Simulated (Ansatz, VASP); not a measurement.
# Pb in VASP and in Ansatz

```xyz
1
Lattice="0.0000 2.4442 2.4442 2.4442 0.0000 2.4442 2.4442 2.4442 0.0000" Properties=species:S:1:pos:R:3 pbc="T T T"
Pb    0.0000    0.0000    0.0000
```

Alike in both runs: task single point; functional RPBE; k mesh 17 × 17 × 17; occupations fermi-dirac, width 0.1 eV; no spin polarisation.

|  | VASP | Ansatz |
| --- | --- | --- |
| version | VASP 6.6.1 | Ansatz 0.2.0 |
| potentials or method | VASP PAW PBE potentials, release 64 (Pb_d), cutoff 520 eV | plane waves (420 eV) with PAW, scalar-relativistic |
| valence electrons in the cell | 14 | 14 |

|  | VASP | Ansatz | Ansatz less VASP |
| --- | --- | --- | --- |
| pressure (GPa) | 6.1 | 6.2 | +0.06 |

VASP's potentials were made for PBE, not for RPBE.

Spin-orbit coupling is off throughout.
